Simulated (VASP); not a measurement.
Write the native input for VASP 6.6.1 that does the following.

```
Task                   : relaxation of cell and atoms
Functional             : PBE
Potentials or basis    : VASP PAW PBE potentials, release 64 (Ta_pv, Pb_d, O)
Cutoff                 : 600 eV
k mesh                 : 5 × 3 × 3
Occupations            : gaussian, width 0.2 eV
Spin                   : no spin polarisation
Dipole correction      : no
Further INCAR settings : ALGO = Normal; EDIFF = 1e-06; IBRION = 2; EDIFFG = -0.08; NSW = 36; ISIF = 3
```

The structure of Ta2PbO3 lies in POSCAR:

```
Ta2PbO3
1.0
    3.3272419300      0.0000000000      0.0000000000
    0.0000000000      3.6166651600      3.7818934800
    0.0000000000     -3.6166651600      3.7818934800
Ta Pb O
2 1 3
Direct
    0.0000000000      0.9819520100      0.9819520100
    0.5000000000      0.5209059700      0.5209059700
    0.5000000000      0.1978469900      0.1978469900
    0.5000000000      0.7971249800      0.7971249800
    0.0000000000      0.3048160100      0.6973540200
    0.0000000000      0.6973540200      0.3048160100
```

The cell was built from a structure type or drawn by symmetry, and may not be a known phase.

One way to write it, as run:

INCAR

```
ALGO = Normal
EDIFF = 1E-6
EDIFFG = -0.08
ENCUT = 600
GGA = PE
IBRION = 2
ISIF = 3
ISMEAR = 0
LASPH = T
LCHARG = F
LREAL = F
LWAVE = F
NELM = 60
NSW = 36
PREC = Accurate
SIGMA = 0.2
```

KPOINTS

```
k-points
0
Gamma
  5 3 3
```

Potentials or basis: VASP PAW PBE potentials, release 64 (Ta_pv, Pb_d, O).

Launch:

```bash
$ cat potpaw_PBE.64/Ta_pv/POTCAR potpaw_PBE.64/Pb_d/POTCAR potpaw_PBE.64/O/POTCAR > POTCAR
$ mpirun -np 1 vasp_std > vasp.out
```

Results of the run:

```json
{
 "Relaxed volume": "15.41 Å³/atom",
 "Relaxed cell": "a = 2.967 Å, b = 5.713 Å, c = 5.713 Å, α = 72.69°, β = 90.00°, γ = 90.00°",
 "Space group after relaxing (to 0.1 Å)": "Amm2 (No. 38)",
 "Energy gained by relaxing": "921.0 meV/atom",
 "Ionic steps": "24",
 "Pressure after relaxing": "0.0 GPa",
 "Largest force after relaxing": "0.052 eV/Å",
 "Band gap on the k mesh": "zero (bands 27 and 28 overlap by 0.49 eV)"
}
```

Caveat: the k points lie up to 0.42 Å⁻¹ apart in the final cell; spin-orbit coupling is left out, which moves the levels of the heavy elements; the relaxation stopped at a loose force limit of 0.08 eV/Å, so its end isn't a converged minimum.

It took 13 min on 1 thread of Intel(R) Xeon(R) Platinum 8488C (Sapphire Rapids), on a shared host, peak memory 0.26 GiB.
